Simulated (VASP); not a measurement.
# KBr: single point with PBEsol

The system is KBr.

```
CELL_PARAMETERS angstrom
0.00000 3.30244 3.30244
3.30244 0.00000 3.30244
3.30244 3.30244 0.00000
ATOMIC_POSITIONS crystal
K 0.00000 0.00000 0.00000
Br 0.50000 0.50000 0.50000
```

| Item | Value |
| --- | --- |
| Program | VASP 6.6.1 |
| Task | single point |
| Functional | PBEsol |
| Potentials or basis | VASP PAW PBE potentials, release 64 (K_sv, Br) |
| Cutoff | 520 eV |
| k mesh | 4 × 4 × 4 |
| Occupations | gaussian, width 0.01 eV |
| Spin | no spin polarisation |
| Dipole correction | no |
| Further INCAR settings | ALGO = Normal; EDIFF = 1e-07; NBANDS = 15 |

```json
{
  "Pressure": "-0.3 GPa",
  "Band gap on the k mesh": "4.27 eV"
}
```

Levels at points of the mesh, in eV from the valence-band top:
| k point | band 5 | band 6 | band 7 | band 8 | band 9 | band 10 | band 11 | band 12 |
| --- | --- | --- | --- | --- | --- | --- | --- | --- |
| (0.00, 0.00, 0.00) | -11.16 | 0.00 | 0.00 | 0.00 | 4.27 | 7.53 | 7.53 | 7.53 |
| (0.50, 0.00, 0.00) | -10.93 | -1.20 | -0.34 | -0.34 | 6.43 | 8.12 | 9.72 | 9.72 |
| (0.50, 0.50, 0.00) | -11.20 | -0.83 | -0.29 | -0.29 | 5.75 | 7.08 | 9.33 | 9.34 |

Run time: 12 s on 1 thread of Intel(R) Xeon(R) Platinum 8259CL CPU @ 2.50GHz (Skylake/Cascade Lake), on a shared host, peak memory 0.2 GiB.

Caveat: the PAW data sets were made with another functional, which shifts forces and pressure a little. Expect the measured gap to be larger: semilocal functionals such as PBEsol lack the derivative discontinuity.
